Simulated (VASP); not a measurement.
# CaS (I4/mmm) in VASP: G0W0 quasiparticle levels with PBE

Aim: the G0W0 quasiparticle levels of CaS with PBE.

Program: VASP 6.6.1. These are calculated values, not measurements. Logs are shortened: lines on timing, memory, paths and dates and some standing lists are left out, and cuts for length are marked.

### Step 1. The cell of the first run

Symmetry: I4/mmm, No. 139, tetragonal system. Conventional cell: a = 3.990 Å, b = 3.990 Å, c = 5.740 Å, α = 90.00°, β = 90.00°, γ = 90.00°. Ca (site symmetry 4/mmm) has 6 S at 2.82 to 2.87 Å within 3.7 Å. Within 3.7 Å of S (site symmetry 4/mmm) lie 6 Ca at 2.82 to 2.87 Å.

### Step 2. G0W0 quasiparticle levels, PBE

File POSCAR:

```
CaS
1.0
    3.9901319590      0.0000000000      0.0000000000
    0.0000000000      3.9901319590      0.0000000000
    0.0000000000      0.0000000000      5.7398661755
Ca S
2 2
Direct
    0.0000000000      0.0000000000      0.0000000000
    0.5000000000      0.5000000000      0.5000000000
    0.5000000000      0.5000000000      0.0000000000
    0.0000000000      0.0000000000      0.5000000000
```

File INCAR.step1:

```
SYSTEM = CaS
PREC = Accurate
ENCUT = 500
EDIFF = 1E-8
ISMEAR = 0
SIGMA = 0.01
LREAL = .FALSE.
LASPH = .TRUE.
NELM = 80
ALGO = Normal
LWAVE = .TRUE.
LCHARG = .FALSE.
GGA = PE
```

File INCAR.step2:

```
SYSTEM = CaS
PREC = Accurate
ENCUT = 500
EDIFF = 1E-8
ISMEAR = 0
SIGMA = 0.01
LREAL = .FALSE.
LASPH = .TRUE.
NELM = 1
ALGO = Exact
LWAVE = .TRUE.
LCHARG = .FALSE.
GGA = PE
NBANDS = 397
LOPTICS = .TRUE.
ISTART = 1
```

File INCAR.step3:

```
SYSTEM = CaS
PREC = Accurate
ENCUT = 500
EDIFF = 1E-8
ISMEAR = 0
SIGMA = 0.01
LREAL = .FALSE.
LASPH = .TRUE.
ALGO = EVGW0
LWAVE = .FALSE.
LCHARG = .FALSE.
GGA = PE
NELMGW = 1
NBANDS = 397
ENCUTGW = 150.0
NOMEGA = 96
PRECFOCK = Fast
ISTART = 1
NBANDSGW = 24
OMEGAMAX = 30
```

File KPOINTS:

```
Automatic mesh
0
G
  4 4 2
  0 0 0
```

Potentials or basis: VASP PAW PBE potentials, release 64 (Ca_sv_GW, S_GW).

Launch:

```bash
cat potpaw_PBE.64/Ca_sv_GW/POTCAR potpaw_PBE.64/S_GW/POTCAR > POTCAR
cp INCAR.step1 INCAR
mpirun -np 1 vasp_std > vasp.out
cp INCAR.step2 INCAR
mpirun -np 1 vasp_std > vasp.out
cp INCAR.step3 INCAR
mpirun -np 1 vasp_std > vasp.out
```

OUTCAR:

```text
SYSTEM = CaS
   PREC = Accurate
   ENCUT = 500
   EDIFF = 1E-8
   ISMEAR = 0
   LREAL = .FALSE.
   LASPH = .TRUE.
   GGA = PE
   NELMGW = 1
   ENCUTGW = 150.0
   PRECFOCK = Fast
   ISTART = 1

 ion  position               nearest neighbor table
   1  0.000  0.000  0.000-   3 2.82   3 2.82   3 2.82   3 2.82   4 2.87   4 2.87
   2  0.500  0.500  0.500-   4 2.82   4 2.82   4 2.82   4 2.82   3 2.87   3 2.87
   3  0.500  0.500  0.000-   1 2.82   1 2.82   1 2.82   1 2.82   2 2.87   2 2.87
   4  0.000  0.000  0.500-   2 2.82   2 2.82   2 2.82   2 2.82   1 2.87   1 2.87

  LATTYP: Found a simple tetragonal cell.
 ALAT       =     3.9901319590
 C/A-ratio  =     1.4385153761

  Lattice vectors:

 A1 = (   3.9901319590,   0.0000000000,   0.0000000000)
 A2 = (   0.0000000000,   3.9901319590,   0.0000000000)
 A3 = (   0.0000000000,   0.0000000000,   5.7398661755)

Analysis of symmetry for initial positions (statically):
=====================================================================
 Subroutine PRICEL returns following result:

  LATTYP: Found a body centered tetragonal cell.
 ALAT       =     3.9901319590
 C/A-ratio  =     1.4385153761

  Lattice vectors:

 A1 = (   1.9950659795,  -1.9950659795,  -2.8699330877)
 A2 = (  -1.9950659795,   1.9950659795,  -2.8699330877)
 A3 = (   1.9950659795,   1.9950659795,   2.8699330877)

   2 primitive cells build up your supercell.

 Routine SETGRP: Setting up the symmetry group for a
 simple tetragonal supercell.

 Subroutine GETGRP returns: Found 16 space group operations
 (whereof 16 operations were pure point group operations)
 out of a pool of 16 trial point group operations.

The static configuration has the point symmetry D_4h.

Analysis of symmetry for dynamics (positions and initial velocities):
=====================================================================
 Subroutine PRICEL returns following result:

  LATTYP: Found a body centered tetragonal cell.
 ALAT       =     3.9901319590
 C/A-ratio  =     1.4385153761

  Lattice vectors:

 A1 = (   1.9950659795,  -1.9950659795,  -2.8699330877)
 A2 = (  -1.9950659795,   1.9950659795,  -2.8699330877)
 A3 = (   1.9950659795,   1.9950659795,   2.8699330877)

   2 primitive cells build up your supercell.

 Routine SETGRP: Setting up the symmetry group for a
 simple tetragonal supercell.

 Subroutine GETGRP returns: Found 16 space group operations
 (whereof 16 operations were pure point group operations)
 out of a pool of 16 trial point group operations.

The dynamic configuration has the point symmetry D_4h.

 Subroutine INISYM returns: Found 16 space group operations
 (whereof 16 operations are pure point group operations),
 and found     2 'primitive' translations

----------------------------------------------------------------------------------------

                                     Primitive cell

  volume of cell :      45.6926

  direct lattice vectors                    reciprocal lattice vectors
     1.995065980 -1.995065980 -2.869933088     0.250618278  0.000000000 -0.174220090
    -1.995065980  1.995065980 -2.869933088     0.000000000  0.250618278 -0.174220090
     1.995065980  1.995065980  2.869933088     0.250618278  0.250618278  0.000000000

  length of vectors
     4.024561150  4.024561150  4.024561150     0.305224771  0.305224771  0.354427768

  position of ions in fractional coordinates (direct lattice)
     0.000000000  0.000000000  0.000000000
     0.500000000  0.500000000  0.000000000

  ion indices of the primitive-cell ions
   primitive index   ion index
                 1           1
                 2           4

----------------------------------------------------------------------------------------

 KPOINTS: Automatic mesh

Automatic generation of k-mesh.
 Grid dimensions read from file:
 generate k-points for:    4    4    2

 Generating k-lattice:

  Cartesian coordinates                     Fractional coordinates (reciprocal lattice)
     0.062654569  0.000000000  0.000000000     0.250000000  0.000000000  0.000000000
     0.000000000  0.062654569  0.000000000     0.000000000  0.250000000  0.000000000
     0.000000000  0.000000000  0.087110045     0.000000000  0.000000000  0.500000000

  Length of vectors
     0.062654569  0.062654569  0.087110045

  Shift w.r.t. Gamma in fractional coordinates (k-lattice)
     0.000000000  0.000000000  0.000000000

 Subroutine IBZKPT returns following result:
 ===========================================

 Found     12 irreducible k-points:

 Following reciprocal coordinates:
            Coordinates               Weight
  0.000000  0.000000  0.000000      1.000000
  0.250000  0.000000  0.000000      4.000000
  0.500000  0.000000  0.000000      2.000000
  0.250000  0.250000  0.000000      4.000000
  0.500000  0.250000  0.000000      4.000000
  0.500000  0.500000  0.000000      1.000000
  0.000000  0.000000  0.500000      1.000000
  0.250000  0.000000  0.500000      4.000000
  0.500000  0.000000  0.500000      2.000000
  0.250000  0.250000  0.500000      4.000000
  0.500000  0.250000  0.500000      4.000000
  0.500000  0.500000  0.500000      1.000000
   k-points           NKPTS =     12   k-points in BZ     NKDIM =     32   number of bands    NBANDS=    397
   number of dos      NEDOS =    301   number of ions     NIONS =      4
   total plane-waves  NPLWV =  37800
   dimension x,y,z NGX =    30 NGY =   30 NGZ =   42
   dimension x,y,z NGXF=    60 NGYF=   60 NGZF=   84
   ions per type =               2   2
   NGX,Y,Z   is equivalent  to a cutoff of  12.50, 12.50, 12.16 a.u.
   NGXF,Y,Z  is equivalent  to a cutoff of  25.00, 25.00, 24.33 a.u.
 SYSTEM =  CaS
   PREC   = accura    normal or accurate (medium, high low for compatibility)
   ISTART =      1    job   : 0-new  1-cont  2-samecut
   ICHARG =      0    charge: 1-file 2-atom 10-const
   ISPIN  =      1    spin polarized calculation?
   LNONCOLLINEAR =      F non collinear calculations
   LSORBIT =      F    spin-orbit coupling
   LASPH  =      T    aspherical Exc in radial PAW
   ENCUT  =  500.0 eV  36.75 Ry    6.06 a.u.   7.27  7.27 10.47*2*pi/ulx,y,z
   NELM   =     60;   NELMIN=  2; NELMDL=  0     # of ELM steps
   EDIFF  = 0.1E-07   stopping-criterion for ELM
   LREAL  =      F    real-space projection
   EDIFFG = 0.1E-06   stopping-criterion for IOM
   NSW    =      0    number of steps for IOM
   IBRION =     -1    ionic relax: 0-MD 1-quasi-New 2-CG
   NFREE  =      0    steps in history (QN), initial steepest desc. (CG)
   ISIF   =      0    stress and relaxation
   ISYM   =      3    0-nonsym 1-usesym 2-fastsym
   POTIM  = 0.5000    time-step for ionic-motion
   TEBEG  =    0.0;   TEEND  =   0.0 temperature during run
   PSTRESS=    0.0 pullay stress
   NELECT =      32.0000    total number of electrons
   NUPDOWN=      -1.0000    fix difference up-down
   EMIN   =  10.00;   EMAX   =-10.00  energy-range for DOS
   EFERMI =   0.00;   METHOD = LEGACY
   ISMEAR =     0;   SIGMA  =   0.01  broadening in eV -4-tet -1-fermi 0-gaus
   EFERMI_NEDOS =   21; number of points for ismear=-14 and -15
   IALGO  =     38    algorithm
   IMIX   =      4    mixing-type and parameters
     AMIX     =   0.40;   BMIX     =  1.00
     AMIX_MAG =   1.60;   BMIX_MAG =  1.00
  volume/ion in A,a.u.               =      22.85       154.17
  Fermi-wavevector in a.u.,A,eV,Ry     =   1.153894  2.180544 18.115780  1.331472
  Thomas-Fermi vector in A             =   2.290535
   LORBIT       =      0    0 simple, 1 ext, 2 COOP (PROOUT), +10 PAW based schemes
   GGA     = PE    functional components
   LHFCALC =     T    Hartree Fock is set to
   PRECFOCK=fast      Normal, Fast or Accurate (Low or Medium for compatibility)
   ENCUT4O =  -1.0   cutoff for four orbital integrals eV
   NKREDX  =     1    reduce k-point grid by
   NKREDY  =     1    reduce k-point grid by
   NKREDZ  =     1    reduce k-point grid by
   AEXX    =    1.0000 exact exchange contribution
   HFSCREEN=    0.0000 screening length (either q_TF or 0.3 A-1)
   HFSCREENC=   0.0000 screening length for correlation (either q_TF or 0.3 A-1)
   ENCUTFOCK=  -1.0 apply spherical cutoff to Coloumb kernel
   IVDW    =     0    specifies the selected vdW correction
   LEPSILON=     F    determine dielectric tensor
   LRPA    =     F    only Hartree local field effects (RPA)
   LRPAFORCE           =     F    calculate RPA forces
   ENCUTGW             = 150.0    cutoff for response function in eV
   ENCUTGWSOFT         = 120.0    soft cutoff for Coulomb kernel in GW response function in eV
   ENCUTLF             =  -1.0    cutoff for local field effects
   NELMGW              =     1    number of iterations in solving QP/BSE equation
   NELMHF              =     1    number of iterations in the inner HF iteration
   NKREDLFX            =     1    NKREDLFY  =   1   NKREDLFZ  =   1
 non-spin polarized calculation
 Gauss-broadening in eV      SIGMA  =   0.01
  energy-cutoff  :      500.00
  volume of cell :       91.39
 maximum number of plane-waves:      2340
 NGX is ok and might be reduce to    30
  NGX = 16; NGY = 16; NGZ = 24
   NGX = 15   NGY = 15   NGZ = 21
 maximum number of plane-waves:       400

 QP shifts <psi_nk| G(iteration)W_0 |psi_nk>: iteration 1
 for sc-GW calculations column KS-energies equals QP-energies in previous step
 and V_xc(KS)=  KS-energies - (<T + V_ion + V_H > + <T+V_H+V_ion>^1  + <V_x>^1)

 k-point   1 :       0.0000    0.0000    0.0000
  band No.  KS-energies  QP-energies   sigma(KS)   V_xc(KS)     V^pw_x(r,r')   Z            occupation Imag(sigma)

      1     -34.9877     -36.1920     -22.7713     -20.7222     -34.4534       0.5878       2.0000       0.6767
      2     -34.9726     -36.1879     -22.7856     -20.7445     -34.4687       0.5955       2.0000       0.6907
      3     -16.0976     -18.0419     -22.4918     -19.7427     -27.7424       0.7073       2.0000       0.2552
      4     -16.0124     -17.9483     -22.6086     -19.8885     -27.8509       0.7117       2.0000       0.2416
      5     -16.0124     -17.9483     -22.6086     -19.8885     -27.8509       0.7117       2.0000       0.2416
      6     -15.9726     -17.9316     -22.6937     -19.9685     -27.9000       0.7189       2.0000       0.2194
[... 16 lines left out ...]
     23       8.9817      10.5565     -11.7489     -13.7784      -7.4063       0.7760       0.0000      -0.0988
     24       9.7767      11.5924     -12.3925     -14.7641      -7.7248       0.7656       0.0000      -0.1124

 k-point   2 :       0.2500    0.0000    0.0000
  band No.  KS-energies  QP-energies   sigma(KS)   V_xc(KS)     V^pw_x(r,r')   Z            occupation Imag(sigma)

      1     -34.9832     -36.1893     -22.7756     -20.7287     -34.4581       0.5892       2.0000       0.6798
      2     -34.9725     -36.1907     -22.7857     -20.7445     -34.4689       0.5968       2.0000       0.6898
      3     -16.0758     -18.0217     -22.5267     -19.7832     -27.7689       0.7093       2.0000       0.2483
      4     -16.0567     -17.9644     -22.4966     -19.8006     -27.7926       0.7076       2.0000       0.2765
      5     -16.0241     -17.9283     -22.5403     -19.8531     -27.8284       0.7086       2.0000       0.2684
      6     -15.9991     -17.9328     -22.6233     -19.9112     -27.8609       0.7130       2.0000       0.2338
[... 16 lines left out ...]
     23      10.5028      11.4411     -11.0120     -12.2415      -6.4660       0.7632       0.0000      -0.1224
     24      10.5654      12.2792     -12.0631     -14.3800      -6.8151       0.7397       0.0000      -0.1653

 k-point   3 :       0.5000    0.0000    0.0000
  band No.  KS-energies  QP-energies   sigma(KS)   V_xc(KS)     V^pw_x(r,r')   Z            occupation Imag(sigma)

      1     -34.9757     -36.1866     -22.7829     -20.7398     -34.4660       0.5927       2.0000       0.6858
      2     -34.9757     -36.1866     -22.7829     -20.7398     -34.4660       0.5927       2.0000       0.6858
      3     -16.0914     -17.9705     -22.3966     -19.7288     -27.7453       0.7044       2.0000       0.3079
      4     -16.0914     -17.9705     -22.3966     -19.7288     -27.7453       0.7044       2.0000       0.3079
      5     -16.0279     -17.9689     -22.6038     -19.8704     -27.8277       0.7101       2.0000       0.2337
      6     -16.0279     -17.9689     -22.6038     -19.8704     -27.8277       0.7101       2.0000       0.2337
[... 218 lines left out ...]
      1     -34.9735     -36.1900     -22.7835     -20.7429     -34.4681       0.5961       2.0000       0.6875
      2     -34.9735     -36.1900     -22.7835     -20.7429     -34.4681       0.5961       2.0000       0.6875
      3     -16.1087     -18.0003     -22.3905     -19.7042     -27.7270       0.7042       2.0000       0.3065
      4     -16.1087     -18.0003     -22.3905     -19.7042     -27.7270       0.7042       2.0000       0.3065
      5     -16.0163     -17.9482     -22.5945     -19.8796     -27.8385       0.7116       2.0000       0.2401
      6     -16.0163     -17.9482     -22.5945     -19.8796     -27.8385       0.7116       2.0000       0.2401
[... 16 lines left out ...]
     23      11.0332      12.6920     -12.1714     -14.4015      -7.0796       0.7439       0.0000      -0.1485
     24      11.0332      12.6920     -12.1714     -14.4015      -7.0796       0.7439       0.0000      -0.1485

 k-point  12 :       0.5000    0.5000    0.5000
  band No.  KS-energies  QP-energies   sigma(KS)   V_xc(KS)     V^pw_x(r,r')   Z            occupation Imag(sigma)

      1     -34.9715     -36.1917     -22.7854     -20.7459     -34.4700       0.5983       2.0000       0.6902
      2     -34.9715     -36.1917     -22.7854     -20.7459     -34.4700       0.5983       2.0000       0.6902
      3     -16.0564     -17.9913     -22.5390     -19.8096     -27.7980       0.7089       2.0000       0.2564
      4     -16.0564     -17.9913     -22.5390     -19.8096     -27.7980       0.7089       2.0000       0.2564
      5     -16.0564     -17.9913     -22.5390     -19.8096     -27.7980       0.7089       2.0000       0.2564
      6     -16.0564     -17.9913     -22.5390     -19.8096     -27.7980       0.7089       2.0000       0.2564
[... 16 lines left out ...]
     23      10.7062      12.6595     -12.9161     -15.5249      -7.8546       0.7488       0.0000      -0.1366
     24      10.7062      12.6595     -12.9161     -15.5249      -7.8546       0.7488       0.0000      -0.1366
```

Run time: 40 min. Hardware: 1 thread of Intel Xeon 8259CL, shared host; peak memory 1.7 GiB.

What came out:

- Quasiparticle gap: 4.09 eV
- Least direct quasiparticle gap: 4.12 eV
- Band gap of the starting levels on the mesh: 2.32 eV
- Least direct gap of the starting levels on the mesh: 2.33 eV

Caveat: the k points lie up to 0.55 Å⁻¹ apart; bands, screening cutoff and mesh are small and nothing is extrapolated, so the quasiparticle values aren't converged.
